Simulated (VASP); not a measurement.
## LaSb: electric field gradients with LDA

The system is LaSb.

```
La Sb
1.0
     0.00000    3.01239    3.01239
     3.01239    0.00000    3.01239
     3.01239    3.01239    0.00000
La Sb
1 1
Direct
  0.00000 0.00000 0.00000
  0.50000 0.50000 0.50000
```

```
Program                : VASP 6.6.1
Task                   : electric field gradients
Functional             : LDA
Potentials or basis    : VASP PAW LDA potentials, release 64 (La, Sb)
Cutoff                 : 520 eV
k mesh                 : 10 × 10 × 10
Occupations            : fermi-dirac, width 0.05 eV
Spin                   : no spin polarisation
Dipole correction      : no
Further INCAR settings : ALGO = Normal; EDIFF = 1e-08; NBANDS = 15
```

```json
{
  "Pressure": "16.1 GPa",
  "Band gap on the k mesh": "zero (bands 8 and 9 overlap by 0.55 eV)",
  "Largest electric field gradient by atom": "zero within the noise of the run"
}
```

Levels at points of the mesh, in eV from the Fermi level:
| k point | band 5 | band 6 | band 7 | band 8 | band 9 | band 10 | band 11 | band 12 |
| --- | --- | --- | --- | --- | --- | --- | --- | --- |
| (0.00, 0.00, 0.00) | -9.55 | 0.32 | 0.32 | 0.32 | 1.17 | 1.17 | 1.17 | 2.28 |
| (0.50, 0.00, 0.00) | -7.29 | -3.84 | -2.09 | -2.09 | 2.15 | 2.58 | 2.58 | 2.92 |
| (0.50, 0.50, 0.00) | -8.97 | -1.15 | -0.81 | 0.00 | 0.00 | 2.68 | 2.74 | 2.82 |

It took 14 s on 1 thread of Intel(R) Xeon(R) 6975P-C (Granite Rapids) (shared host), peak memory 0.19 GiB.

Caveat: the cell stands under pressure; spin-orbit coupling is left out, which moves the levels of the heavy elements.
